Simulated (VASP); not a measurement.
# Au (P-1) in VASP: single point with PBEsol

Aim: the single point of Au with PBEsol.

Everything below comes from runs of VASP 6.6.1. Logs are shortened: lines on timing, memory, paths and dates and some standing lists are left out, and cuts for length are marked.

**1. The cell of the first run**

The typed cell holds 2 atoms: a = 2.900 Å, b = 2.900 Å, c = 4.880 Å, α = 90.00°, β = 90.00°, γ = 120.00°.

**2. Single point, PBEsol (atom 1 (Au) moved by (+0.225, -0.450) A along [1 1 0] and z)**

The input, INCAR:

```
PREC = Accurate
ENCUT = 520
EDIFF = 1E-7
ISMEAR = 0
SIGMA = 0.15
LREAL = F
LASPH = T
NELM = 60
ALGO = Fast
ISIF = 2
LWAVE = F
LCHARG = F
GGA = PS
NBANDS = 18
```

The input, KPOINTS:

```
regular mesh
0
Gamma
  18 18 10
```

The input, POSCAR:

```
Au
1.0
    2.8999984104      0.0000000000      0.0000000000
   -1.4499992052      2.5114722944      0.0000000000
    0.0000000000      0.0000000000      4.8800000000
Au
2
Direct
    0.4198695501      0.7300155740      0.6577868852
    0.6666666667      0.3333333333      0.2500000000
```

Potentials or basis: VASP PAW PBE potentials, release 64 (Au).

Command:

```sh
$ cat potpaw_PBE.64/Au/POTCAR > POTCAR
$ mpirun -np 1 vasp_std > vasp.out
```

OUTCAR:

```text
PREC = Accurate
   ENCUT = 520
   EDIFF = 1E-7
   ISMEAR = 0
   LREAL = F
   LASPH = T
   NELM = 60
   ISIF = 2
   GGA = PS

 ion  position               nearest neighbor table
   1  0.420  0.730  0.658-   2 2.51   2 2.57   2 2.75   2 3.27   2 3.32   2 3.45
   2  0.667  0.333  0.250-   1 2.51   1 2.57   1 2.75   1 3.27   1 3.32   1 3.45

  LATTYP: Found a hexagonal cell.
 ALAT       =     2.8999984104
 C/A-ratio  =     1.6827595431

  Lattice vectors:

 A1 = (   2.8999984104,   0.0000000000,   0.0000000000)
 A2 = (  -1.4499992052,   2.5114722944,   0.0000000000)
 A3 = (   0.0000000000,   0.0000000000,   4.8800000000)

Analysis of symmetry for initial positions (statically):
=====================================================================
 Subroutine PRICEL returns:
 Original cell was already a primitive cell.

 Routine SETGRP: Setting up the symmetry group for a
 hexagonal supercell.

 Subroutine GETGRP returns: Found  2 space group operations
 (whereof  1 operations were pure point group operations)
 out of a pool of 24 trial point group operations.

The static configuration has the point symmetry C_1 .
 The point group associated with its full space group is S_2 .

Analysis of symmetry for dynamics (positions and initial velocities):
=====================================================================
 Subroutine PRICEL returns:
 Original cell was already a primitive cell.

 Routine SETGRP: Setting up the symmetry group for a
 hexagonal supercell.

 Subroutine GETGRP returns: Found  2 space group operations
 (whereof  1 operations were pure point group operations)
 out of a pool of 24 trial point group operations.

The dynamic configuration has the point symmetry C_1 .
 The point group associated with its full space group is S_2 .

 Subroutine INISYM returns: Found  2 space group operations
 (whereof  1 operations are pure point group operations),
 and found     1 'primitive' translations

----------------------------------------------------------------------------------------

                                     Primitive cell

  volume of cell :      35.5423

  direct lattice vectors                    reciprocal lattice vectors
     2.899998410  0.000000000  0.000000000     0.344827775  0.199086409  0.000000000
    -1.449999205  2.511472294  0.000000000     0.000000000  0.398172818  0.000000000
     0.000000000  0.000000000  4.880000000     0.000000000  0.000000000  0.204918033

  length of vectors
     2.899998410  2.899998410  4.880000000     0.398172818  0.398172818  0.204918033

  position of ions in fractional coordinates (direct lattice)
     0.419869550  0.730015574  0.657786885
     0.666666667  0.333333333  0.250000000

  ion indices of the primitive-cell ions
   primitive index   ion index
                 1           1
                 2           2

----------------------------------------------------------------------------------------

 KPOINTS: regular mesh

Automatic generation of k-mesh.
 Grid dimensions read from file:
 generate k-points for:   18   18   10

 Generating k-lattice:

  Cartesian coordinates                     Fractional coordinates (reciprocal lattice)
     0.019157099  0.011060356  0.000000000     0.055555556  0.000000000  0.000000000
     0.000000000  0.022120712  0.000000000     0.000000000  0.055555556  0.000000000
     0.000000000  0.000000000  0.020491803     0.000000000  0.000000000  0.100000000

  Length of vectors
     0.022120712  0.022120712  0.020491803

  Shift w.r.t. Gamma in fractional coordinates (k-lattice)
     0.000000000  0.000000000  0.000000000

 Subroutine IBZKPT returns following result:
 ===========================================

 Found   1624 irreducible k-points:

 Following reciprocal coordinates:
            Coordinates               Weight
  0.000000  0.000000  0.000000      1.000000
  0.055556  0.000000  0.000000      2.000000
  0.000000  0.055556  0.000000      2.000000
 -0.055556  0.055556  0.000000      2.000000
  0.111111  0.000000  0.000000      2.000000
  0.000000  0.111111  0.000000      2.000000
[... 16 lines left out ...]
  0.444444 -0.000000  0.000000      2.000000
  0.000000  0.444444  0.000000      2.000000
 [... further k-points ...]
   k-points           NKPTS =   1624   k-points in BZ     NKDIM =   1624   number of bands    NBANDS=     18
   number of dos      NEDOS =    301   number of ions     NIONS =      2
   total plane-waves  NPLWV =  20736
   dimension x,y,z NGX =    24 NGY =   24 NGZ =   36
   dimension x,y,z NGXF=    48 NGYF=   48 NGZF=   72
   ions per type =               2
   NGX,Y,Z   is equivalent  to a cutoff of  13.76, 13.76, 12.26 a.u.
   NGXF,Y,Z  is equivalent  to a cutoff of  27.52, 27.52, 24.53 a.u.
 SYSTEM =  unknown system
   PREC   = accura    normal or accurate (medium, high low for compatibility)
   ISTART =      0    job   : 0-new  1-cont  2-samecut
   ICHARG =      2    charge: 1-file 2-atom 10-const
   ISPIN  =      1    spin polarized calculation?
   LNONCOLLINEAR =      F non collinear calculations
   LSORBIT =      F    spin-orbit coupling
   LASPH  =      T    aspherical Exc in radial PAW
   ENCUT  =  520.0 eV  38.22 Ry    6.18 a.u.   5.39  5.39  9.07*2*pi/ulx,y,z
   NELM   =     60;   NELMIN=  2; NELMDL= -5     # of ELM steps
   EDIFF  = 0.1E-06   stopping-criterion for ELM
   LREAL  =      F    real-space projection
   EDIFFG = 0.1E-05   stopping-criterion for IOM
   NSW    =      0    number of steps for IOM
   IBRION =     -1    ionic relax: 0-MD 1-quasi-New 2-CG
   NFREE  =      0    steps in history (QN), initial steepest desc. (CG)
   ISIF   =      2    stress and relaxation
   ISYM   =      2    0-nonsym 1-usesym 2-fastsym
   POTIM  = 0.5000    time-step for ionic-motion
   TEBEG  =    0.0;   TEEND  =   0.0 temperature during run
   PSTRESS=    0.0 pullay stress
   NELECT =      22.0000    total number of electrons
   NUPDOWN=      -1.0000    fix difference up-down
   EMIN   =  10.00;   EMAX   =-10.00  energy-range for DOS
   EFERMI =   0.00;   METHOD = LEGACY
   ISMEAR =     0;   SIGMA  =   0.15  broadening in eV -4-tet -1-fermi 0-gaus
   EFERMI_NEDOS =   21; number of points for ismear=-14 and -15
   IALGO  =     68    algorithm
   IMIX   =      4    mixing-type and parameters
     AMIX     =   0.40;   BMIX     =  1.00
     AMIX_MAG =   1.60;   BMIX_MAG =  1.00
  volume/ion in A,a.u.               =      17.77       119.93
  Fermi-wavevector in a.u.,A,eV,Ry     =   1.395191  2.636529 26.484537  1.946559
  Thomas-Fermi vector in A             =   2.518667
   LORBIT       =      0    0 simple, 1 ext, 2 COOP (PROOUT), +10 PAW based schemes
   GGA     = PS    functional components
   LHFCALC =     F    Hartree Fock is set to
   AEXX    =    0.0000 exact exchange contribution
   IVDW    =     0    specifies the selected vdW correction
   LEPSILON=     F    determine dielectric tensor
   LRPA    =     F    only Hartree local field effects (RPA)
 non-spin polarized calculation
 RMM-DIIS sequential band-by-band and
 Gauss-broadening in eV      SIGMA  =   0.15
  energy-cutoff  :      520.00
  volume of cell :       35.54
 maximum number of plane-waves:       984
 NGX is ok and might be reduce to    24
   NGX = 11   NGY = 11   NGZ = 19

 number of electron      22.0000002 magnetization

 Free energy of the ion-electron system (eV)
  ---------------------------------------------------
  ext. energy  EPLUGINS =         0.00000000
  ---------------------------------------------------
  free energy    TOTEN  =        -7.01964587 eV

  energy without entropy =       -7.01193273  energy(sigma->0) =       -7.01578930

 E-fermi :   8.6682     XC(G=0): -12.5354

 val. band max:        8.6629979442   @ k =  -0.1111  -0.3889  -0.3000
 cond. band min:       8.6686327204   @ k =  -0.2778  -0.2222   0.3000
 fundamental gap:      0.0056347762
 Fermi energy:         8.6682425632

 k-point     1 :       0.0000    0.0000    0.0000
  band No.  band energies     occupation
      1      -1.1641      2.00000
      2       1.1654      2.00000
      3       3.5609      2.00000
      4       3.7501      2.00000
      5       3.7988      2.00000
      6       3.9048      2.00000
[... 10 lines left out ...]
     17      26.3459      0.00000
     18      27.8713      0.00000

 k-point     2 :       0.0556    0.0000    0.0000
  band No.  band energies     occupation
      1      -1.0721      2.00000
      2       1.2316      2.00000
      3       3.5179      2.00000
      4       3.7316      2.00000
      5       3.8605      2.00000
      6       3.9013      2.00000
[... 10 lines left out ...]
     17      26.0352      0.00000
     18      27.3348      0.00000

 k-point     3 :       0.0000    0.0556    0.0000
  band No.  band energies     occupation
      1      -1.0695      2.00000
      2       1.2444      2.00000
      3       3.5334      2.00000
      4       3.7106      2.00000
      5       3.7979      2.00000
      6       3.9441      2.00000
[... 10 lines left out ...]
     17      26.3797      0.00000
     18      27.2808      0.00000

 k-point     4 :      -0.0556    0.0556    0.0000
  band No.  band energies     occupation
      1      -1.0700      2.00000
      2       1.2421      2.00000
      3       3.5500      2.00000
      4       3.7104      2.00000
      5       3.7675      2.00000
      6       3.9571      2.00000
[... 375 lines left out ...]
      4       3.5820      2.00000
      5       4.5735      2.00000
      6       4.7095      2.00000
[... 10 lines left out ...]
     17      21.5993      0.00000
     18      24.3454      0.00000

 k-point    23 :       0.4444   -0.0000    0.0000
  band No.  band energies     occupation
      1       1.3294      2.00000
      2       1.5260      2.00000
      3       2.0336      2.00000
      4       3.4070      2.00000
      5       4.8610      2.00000
      6       5.0896      2.00000
[... 10 lines left out ...]
     17      21.3168      0.00000
     18      23.6527      0.00000

 k-point    24 :       0.0000    0.4444    0.0000
  band No.  band energies     occupation
      1       1.6072      2.00000
      2       1.8158      2.00000
      3       2.1028      2.00000
      4       3.6732      2.00000
      5       4.3647      2.00000
      6       4.8837      2.00000
[... 10 lines left out ...]
     17      20.4741      0.00000
     18      23.9183      0.00000

 [... further k-points ...]

------------------------ aborting loop because EDIFF is reached ----------------------------------------

  FORCE on cell =-STRESS in cart. coord.  units (eV):
  Direction    XX          YY          ZZ          XY          YZ          ZX
  --------------------------------------------------------------------------------------
  -------------------------------------------------------------------------------------
  Total        1.0854769      2.2995258      4.6049700     -0.6483621     -1.0195491     -0.5791532
  in kB       48.9311232    103.6580157    207.5828220    -29.2268643    -45.9592293    -26.1070678
  external PRESSURE =     120.0573203 kB  Pullay stress =       0.0000000 kB

 VOLUME and BASIS-vectors are now :
 -----------------------------------------------------------------------------
  energy-cutoff  :      520.00
  volume of cell :       35.54
      direct lattice vectors                 reciprocal lattice vectors
     2.899998410  0.000000000  0.000000000     0.344827775  0.199086409  0.000000000
    -1.449999205  2.511472294  0.000000000     0.000000000  0.398172818  0.000000000
     0.000000000  0.000000000  4.880000000     0.000000000  0.000000000  0.204918033

 POSITION                                       TOTAL-FORCE (eV/Angst)
 -----------------------------------------------------------------------------------
      0.15910      1.83341      3.21000        -0.233464     -0.468262      4.133917
      1.45000      0.83716      1.22000         0.233464      0.468262     -4.133917
 -----------------------------------------------------------------------------------
    total drift:                                0.000003      0.000000      0.000006

  FREE ENERGIE OF THE ION-ELECTRON SYSTEM (eV)
  ---------------------------------------------------
  free  energy   TOTEN  =        -7.0196458661 eV

  energy  without entropy=       -7.0119327308  energy(sigma->0) =       -7.01578930
```

It took 8.5 min on 1 thread of AMD EPYC 9R45 (Zen 5), shared host; peak memory 0.83 GiB.

Results:

```
Free energy            : -7.0196 eV
Pressure               : 12.0 GPa
Largest force          : 4.167 eV/Å
Band gap on the k mesh : zero (bands 11 and 12 overlap by 5.48 eV)
```

Forces in eV/Å, atoms in the order of the input:
```
Au  -0.233 -0.468  4.134
Au   0.233  0.468 -4.134
```

Stress tensor (GPa, compression positive):
```
 4.89 -2.92 -2.61
-2.92 10.37 -4.60
-2.61 -4.60 20.76
```

Levels at points of the mesh, in eV from the Fermi level:
```csv
k point,band 8,band 9,band 10,band 11,band 12,band 13,band 14,band 15
"(0.00, 0.00, 0.00)",-3.52,-2.92,-2.33,-1.52,-0.62,1.79,14.10,16.29
"(0.50, 0.00, 0.00)",-2.08,-1.88,-1.42,-0.17,1.70,4.81,6.96,7.39
"(0.00, 0.50, 0.00)",-2.18,-1.99,-1.57,0.56,1.13,5.41,6.10,9.32
"(0.50, 0.50, 0.00)",-2.09,-2.06,-1.57,0.35,1.31,5.20,6.35,8.78
"(0.00, 0.00, 0.50)",-3.83,-3.30,-2.67,-2.22,-1.78,7.70,13.19,14.40
"(0.50, 0.00, 0.50)",-2.41,-1.86,-1.70,0.34,1.40,2.93,4.29,12.21
"(0.00, 0.50, 0.50)",-2.14,-2.11,-1.58,-0.01,0.54,3.55,4.38,12.09
"(0.50, 0.50, 0.50)",-2.20,-2.07,-1.56,0.03,0.77,3.39,4.40,11.95
```

Caveat: the cell differs from its parent crystal (atom 1 (Au) moved by (+0.225, -0.450) A along [1 1 0] and z); the cell stands under pressure; the PAW data sets were made with another functional, which shifts forces and pressure a little; spin-orbit coupling is left out, which moves the levels of the heavy elements.
